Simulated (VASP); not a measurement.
# TiMo (Cmmm) in VASP: single point with LDA

Aim: the single point of TiMo with LDA.

Program: VASP 6.6.1. These are calculated values, not measurements. Logs are shortened: lines on timing, memory, paths and dates and some standing lists are left out, and cuts for length are marked.

## Step 1: The cell of the first run

It takes space group Cmmm (No. 65, orthorhombic). The conventional cell has a = 3.251 Å, b = 4.815 Å, c = 4.251 Å, α = 90.00°, β = 90.00°, γ = 90.00°. Ti (site symmetry mmm) has 8 Mo at 2.68 to 3.21 Å and 6 Ti at 2.90 to 3.25 Å within 3.5 Å. Within 3.5 Å of Mo (site symmetry mmm) lie 8 Ti at 2.68 to 3.21 Å and 6 Mo at 2.90 to 3.25 Å.

## Step 2: Single point, LDA (strain +0.0200 x Voigt [1, 1, 0, 0, 0, 0])

INCAR reads:

```
SYSTEM = TiMo
PREC = Accurate ; ENCUT = 520
EDIFF = 1E-6 ; ISMEAR = 0
SIGMA = 0.15 ; LREAL = .FALSE.
LASPH = .TRUE. ; NELM = 100
ALGO = Fast ; ISIF = 2
LWAVE = .FALSE. ; LCHARG = .FALSE.
NBANDS = 20
```

KPOINTS reads:

```
regular mesh
0
G
  18 18 12
  0 0 0
```

POSCAR reads:

```
TiMo
1.0
    1.6254434400     -2.4076313017      0.0000000000
    1.6254434400      2.4076313017      0.0000000000
    0.0000000000      0.0000000000      4.2507215034
Ti Mo
1 1
Direct
    0.5000000000      0.5000000000      0.5000000000
    0.0000000000      0.0000000000      0.0000000000
```

Potentials or basis: VASP PAW LDA potentials, release 64 (Ti_sv, Mo_sv).

Command:

```
$ cat potpaw_LDA.64/Ti_sv/POTCAR potpaw_LDA.64/Mo_sv/POTCAR > POTCAR
$ mpirun -np 1 vasp_std > vasp.out
```

OUTCAR:

```text
SYSTEM = TiMo
   PREC = Accurate
   ENCUT = 520
   EDIFF = 1E-6
   ISMEAR = 0
   LREAL = .FALSE.
   LASPH = .TRUE.
   NELM = 100
   ISIF = 2

 ion  position               nearest neighbor table
   1  0.500  0.500  0.500-   2 2.68   2 2.68   2 2.68   2 2.68
   2  0.000  0.000  0.000-   1 2.68   1 2.68   1 2.68   1 2.68

  LATTYP: Found a base centered orthorhombic cell.
 ALAT       =     3.2508868800
 B/A-ratio  =     1.4812150595
 C/A-ratio  =     1.3075574944

  Lattice vectors:

 A1 = (   1.6254434400,  -2.4076313017,   0.0000000000)
 A2 = (   1.6254434400,   2.4076313017,   0.0000000000)
 A3 = (   0.0000000000,   0.0000000000,   4.2507215034)

Analysis of symmetry for initial positions (statically):
=====================================================================
 Subroutine PRICEL returns:
 Original cell was already a primitive cell.

 Routine SETGRP: Setting up the symmetry group for a
 base centered orthorhombic supercell.

 Subroutine GETGRP returns: Found  8 space group operations
 (whereof  8 operations were pure point group operations)
 out of a pool of  8 trial point group operations.

The static configuration has the point symmetry D_2h.

Analysis of symmetry for dynamics (positions and initial velocities):
=====================================================================
 Subroutine PRICEL returns:
 Original cell was already a primitive cell.

 Routine SETGRP: Setting up the symmetry group for a
 base centered orthorhombic supercell.

 Subroutine GETGRP returns: Found  8 space group operations
 (whereof  8 operations were pure point group operations)
 out of a pool of  8 trial point group operations.

The dynamic configuration has the point symmetry D_2h.

 Subroutine INISYM returns: Found  8 space group operations
 (whereof  8 operations are pure point group operations),
 and found     1 'primitive' translations

----------------------------------------------------------------------------------------

                                     Primitive cell

  volume of cell :      33.2701

  direct lattice vectors                    reciprocal lattice vectors
     1.625443440 -2.407631302  0.000000000     0.307608366 -0.207672994  0.000000000
     1.625443440  2.407631302  0.000000000     0.307608366  0.207672994  0.000000000
     0.000000000  0.000000000  4.250721503     0.000000000  0.000000000  0.235254180

  length of vectors
     2.904953504  2.904953504  4.250721503     0.371148190  0.371148190  0.235254180

[... 79 lines left out ...]
   NELM   =    100;   NELMIN=  2; NELMDL= -5     # of ELM steps
   EDIFF  = 0.1E-05   stopping-criterion for ELM
   LREAL  =      F    real-space projection
   EDIFFG = 0.1E-04   stopping-criterion for IOM
   NSW    =      0    number of steps for IOM
   IBRION =     -1    ionic relax: 0-MD 1-quasi-New 2-CG
   NFREE  =      0    steps in history (QN), initial steepest desc. (CG)
   ISIF   =      2    stress and relaxation
   ISYM   =      2    0-nonsym 1-usesym 2-fastsym
   POTIM  = 0.5000    time-step for ionic-motion
   TEBEG  =    0.0;   TEEND  =   0.0 temperature during run
   PSTRESS=    0.0 pullay stress
   NELECT =      26.0000    total number of electrons
   NUPDOWN=      -1.0000    fix difference up-down
   EMIN   =  10.00;   EMAX   =-10.00  energy-range for DOS
   EFERMI =   0.00;   METHOD = LEGACY
   ISMEAR =     0;   SIGMA  =   0.15  broadening in eV -4-tet -1-fermi 0-gaus
   EFERMI_NEDOS =   21; number of points for ismear=-14 and -15
   IALGO  =     68    algorithm
   IMIX   =      4    mixing-type and parameters
     AMIX     =   0.40;   BMIX     =  1.00
     AMIX_MAG =   1.60;   BMIX_MAG =  1.00
  volume/ion in A,a.u.               =      16.64       112.26
  Fermi-wavevector in a.u.,A,eV,Ry     =   1.507930  2.849574 30.937637  2.273852
  Thomas-Fermi vector in A             =   2.618451
   LORBIT       =      0    0 simple, 1 ext, 2 COOP (PROOUT), +10 PAW based schemes
   GGA     = CA    functional components
   LHFCALC =     F    Hartree Fock is set to
   AEXX    =    0.0000 exact exchange contribution
   IVDW    =     0    specifies the selected vdW correction
   LEPSILON=     F    determine dielectric tensor
   LRPA    =     F    only Hartree local field effects (RPA)
 non-spin polarized calculation
 RMM-DIIS sequential band-by-band and
 Gauss-broadening in eV      SIGMA  =   0.15
  energy-cutoff  :      520.00
  volume of cell :       33.27
 maximum number of plane-waves:       914
 NGX is ok and might be reduce to    24
   NGX = 11   NGY = 11   NGZ = 15

 number of electron      26.0000002 magnetization

 Free energy of the ion-electron system (eV)
  ---------------------------------------------------
  ext. energy  EPLUGINS =         0.00000000
  ---------------------------------------------------
  free energy    TOTEN  =       -20.74614692 eV

  energy without entropy =      -20.72048564  energy(sigma->0) =      -20.73331628

 E-fermi :   9.5774     XC(G=0): -12.6165

 val. band max:        9.5766887812   @ k =  -0.4444   0.1667   0.5000
 cond. band min:       9.5779471615   @ k =  -0.4444   0.2222   0.4167
 fundamental gap:      0.0012583803
 Fermi energy:         9.5774274980

 k-point     1 :       0.0000    0.0000    0.0000
  band No.  band energies     occupation
      1     -50.4372      2.00000
      2     -46.1761      2.00000
      3     -24.8699      2.00000
      4     -24.4688      2.00000
      5     -24.3310      2.00000
      6     -22.6244      2.00000
[... 541 lines left out ...]
     19      13.1632      0.00000
     20      17.0374      0.00000

 [... further k-points ...]

------------------------ aborting loop because EDIFF is reached ----------------------------------------

  FORCE on cell =-STRESS in cart. coord.  units (eV):
  Direction    XX          YY          ZZ          XY          YZ          ZX
  --------------------------------------------------------------------------------------
  -------------------------------------------------------------------------------------
  Total       -3.6802145     -3.5717274     -3.0743985     -0.0000000      0.0000000      0.0000000
  in kB     -177.2267300   -172.0023575   -148.0526747     -0.0000000      0.0000000      0.0000000
  external PRESSURE =    -165.7605874 kB  Pullay stress =       0.0000000 kB

 VOLUME and BASIS-vectors are now :
 -----------------------------------------------------------------------------
  energy-cutoff  :      520.00
  volume of cell :       33.27
      direct lattice vectors                 reciprocal lattice vectors
     1.625443440 -2.407631302  0.000000000     0.307608366 -0.207672994  0.000000000
     1.625443440  2.407631302  0.000000000     0.307608366  0.207672994  0.000000000
     0.000000000  0.000000000  4.250721503     0.000000000  0.000000000  0.235254180

 POSITION                                       TOTAL-FORCE (eV/Angst)
 -----------------------------------------------------------------------------------
      1.62544      0.00000      2.12536         0.000000      0.000000      0.000000
      0.00000      0.00000      0.00000         0.000000      0.000000      0.000000
 -----------------------------------------------------------------------------------
    total drift:                                0.000000      0.000000     -0.000000

  FREE ENERGIE OF THE ION-ELECTRON SYSTEM (eV)
  ---------------------------------------------------
  free  energy   TOTEN  =       -20.7461469201 eV

  energy  without entropy=      -20.7204856406  energy(sigma->0) =      -20.73331628
```

OSZICAR:

```text
N       E                     dE             d eps       ncg     rms          rms(c)
DAV:   1     0.281233755377E+03    0.28123E+03   -0.13723E+04 25496   0.149E+03
DAV:   2    -0.334030748946E+01   -0.28457E+03   -0.27738E+03 26828   0.447E+02
DAV:   3    -0.219620104023E+02   -0.18622E+02   -0.18163E+02 44524   0.998E+01
[... 21 lines left out ...]
RMM:  25    -0.207461425207E+02   -0.20220E-05   -0.20778E-05 25374   0.175E-02    0.194E-03
RMM:  26    -0.207461444123E+02   -0.18916E-05   -0.19398E-05 25539   0.155E-02    0.156E-03
RMM:  27    -0.207461454333E+02   -0.10210E-05   -0.10729E-05 25705   0.137E-02    0.695E-04
RMM:  28    -0.207461463942E+02   -0.96085E-06   -0.10020E-05 23123   0.118E-02    0.569E-04
RMM:  29    -0.207461469201E+02   -0.52599E-06   -0.57625E-06 22942   0.104E-02
   1 F= -.20746147E+02 E0= -.20733316E+02  d E =-.256613E-01
```

stdout:

```text
POSCAR found type information on POSCAR TiMo
 POSCAR found :  2 types and       2 ions
 scaLAPACK will be used
 LDA part: xc-table for (Slater(with rela. corr.)+CA(PZ))
 , standard interpolation
 POSCAR, INCAR and KPOINTS ok, starting setup
 FFT: planning ... GRIDC
 FFT: planning ... GRID_SOFT
 FFT: planning ... GRID
 WAVECAR not read
 entering main loop
WARNING in EDDRMM: call to ZHEGV failed, returncode =   8  4     19
WARNING in EDDRMM: call to ZHEGV failed, returncode =   8  4     18
WARNING in EDDRMM: call to ZHEGV failed, returncode =   6  3     16
WARNING in EDDRMM: call to ZHEGV failed, returncode =   6  3      9
WARNING in EDDRMM: call to ZHEGV failed, returncode =   8  4     16
WARNING in EDDRMM: call to ZHEGV failed, returncode =   8  4     15
WARNING in EDDRMM: call to ZHEGV failed, returncode =   8  4     12
WARNING in EDDRMM: call to ZHEGV failed, returncode =   8  4     17
WARNING in EDDRMM: call to ZHEGV failed, returncode =   8  4      9
WARNING in EDDRMM: call to ZHEGV failed, returncode =   8  4     20
```

It took 6.6 min on 1 thread of Intel Xeon Platinum 8559C (Emerald Rapids), shared host; peak memory 0.49 GiB.

Results:

- Free energy: -20.7461 eV
- Pressure: -16.6 GPa
- Band gap on the k mesh: zero (bands 13 and 14 overlap by 2.28 eV)

Stress tensor (GPa, compression positive):
```
-17.72   0.00   0.00
  0.00 -17.20   0.00
  0.00   0.00 -14.81
```

Levels at points of the mesh, in eV from the Fermi level:
| k point | band 10 | band 11 | band 12 | band 13 | band 14 | band 15 | band 16 | band 17 |
| --- | --- | --- | --- | --- | --- | --- | --- | --- |
| (0.00, 0.00, 0.00) | -3.62 | -1.66 | -0.58 | -0.05 | 1.09 | 2.15 | 2.28 | 2.72 |
| (0.50, 0.00, 0.00) | -1.73 | -1.71 | -1.30 | -0.17 | 0.08 | 1.55 | 2.27 | 2.80 |
| (0.50, 0.50, 0.00) | -3.29 | -3.11 | -1.85 | 0.88 | 3.22 | 3.38 | 3.56 | 4.05 |
| (0.00, 0.00, 0.50) | -3.64 | -1.17 | -0.22 | 0.34 | 0.92 | 1.12 | 1.40 | 1.95 |
| (0.50, 0.00, 0.50) | -3.53 | -1.67 | -1.13 | 1.51 | 1.93 | 2.40 | 2.54 | 3.02 |
| (0.50, 0.50, 0.50) | -2.61 | -1.41 | -1.08 | 0.05 | 1.10 | 1.18 | 1.87 | 3.72 |

Caveat: the cell differs from its parent crystal (strain +0.0200 x Voigt [1, 1, 0, 0, 0, 0]); the cell stands under tension.
